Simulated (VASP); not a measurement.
Here is a VASP 6.6.1 calculation.

File INCAR:

```
SYSTEM = Si16HO32
PREC = Accurate
ENCUT = 520
EDIFF = 1E-6
ISMEAR = -1
SIGMA = 0.05
LREAL = Auto
LASPH = .TRUE.
NELM = 200
ALGO = Normal
ISIF = 2
LWAVE = .FALSE.
LCHARG = .TRUE.
ISPIN = 2
MAGMOM = 0 0 0 0 0 0 0 0 0 0 0 0 0 0 0 0 0 0 0 0 0 0 0 0 0 0 0 0 0 0 0 0 0 0 0 0 0 0 0 0 0 0 0 0 0 0 0 0 1
LORBIT = 11
GGA = PS
LELF = .TRUE.
LVHAR = .TRUE.
NBANDS = 162
GGA_COMPAT = .FALSE.
```

The input KPOINTS:

```
regular mesh
0
G
  1 1 1
  0 0 0
```

The input POSCAR:

```
Si16HO32
1.0
  -10.0780000000      0.0000000000      0.0000000000
    0.0000000000     -8.7640000000      0.0000000000
    0.0000000000      0.0000000000      8.2350000000
Si O H
16 32 1
Direct
    0.4868426275      0.3280009128      0.6373284760
    0.5554078190      0.6687243268      0.1066909532
    0.5473506648      0.3269283432      0.9914389800
    0.5142587815      0.6683135555      0.4879052823
    0.2679599127      0.8323710634      0.6042744384
    0.3066779123      0.1674121406      0.0878567092
    0.2973903552      0.7992469192      0.9808743169
    0.2560726335      0.1685645824      0.4808378871
    0.9947410200      0.3381903241      0.5940619308
    0.0412879540      0.6697626654      0.1199514268
    0.0332903354      0.3375399361      0.9746812386
    1.0238837071      0.6780009128      0.4753855495
    0.7743500695      0.8303400274      0.6154826958
    0.7986505259      0.1770994979      0.1209228901
    0.8044056360      0.8396964856      0.9910625379
    0.7525004961      0.1727179370      0.4879295689
    0.4954157571      0.6890460977      0.2875166970
    0.4563206986      0.3211547239      0.8363812993
    0.4475193491      0.5135098129      0.5656952034
    0.5864159555      0.4888863533      0.0815057681
    0.6437884501      0.2982428115      0.5692410443
    0.4320797777      0.7022592424      0.9834122647
    0.4309783687      0.2621633957      0.1116454159
    0.6578884699      0.6977065267      0.5676502732
    0.2267017265      0.1576677316      0.2717304189
    0.2241913078      0.7899018713      0.7878324226
    0.2262254416      0.0085577362      0.5740012143
    0.3324568367     -0.0031720675      0.0102125076
    0.4236951776      0.8190209950      0.5532604736
    0.1759079182      0.2461204929      0.9841651488
    0.1758682278      0.7664536741      0.0989071038
    0.4085532844      0.2197284345      0.5358469945
   -0.0307104584      0.6653240529      0.2862780814
   -0.0193589998      0.3133957097      0.7856102004
    0.9949593173      0.5228548608      0.5695203400
    0.0712641397      0.5027156550      0.0413479053
    0.1407025203      0.2833637608      0.5322404372
    0.9487596745      0.7584892743      1.0008986035
    0.9110438579      0.3036284801      0.0965148755
    0.1823576106      0.7428913738      0.4594535519
    0.7095455448      0.1766316750      0.2883424408
    0.7812760468      0.8464513921      0.8117304189
    0.7164119865      0.0016202647      0.5607771706
    0.8396308791      0.0075992697      0.0627079539
    0.9123734868      0.7977521680      0.5340862174
    0.6886485414      0.2357827476      0.9852216151
    0.6832506450      0.7948197170      0.1029265331
    0.8953066085      0.2209835691      0.4961505768
    0.0464973209      0.1325764491      0.3171463267
```

Potentials or basis: VASP PAW PBE potentials, release 64 (Si, O, H).

The run is started by

```bash
$ cat potpaw_PBE.64/Si/POTCAR potpaw_PBE.64/O/POTCAR potpaw_PBE.64/H/POTCAR > POTCAR
$ mpirun -np 1 vasp_gam > vasp.out
```

Estimate the pressure.

-0.3 GPa.

Predict the site moments.

Si +0.00, +0.01, -0.00 (each value once); O +0.00, +0.07, +0.01, +0.02 (each value once); H +0.33 μB.

Stress tensor (GPa, compression positive):
```
 0.60  1.51 -0.44
 1.51 -1.85  0.25
-0.44  0.25  0.42
```

Caveat: the k points lie up to 0.76 Å⁻¹ apart; the atoms stand as in a frame of molecular dynamics; the PAW data sets were made with another functional, which shifts forces and pressure a little.
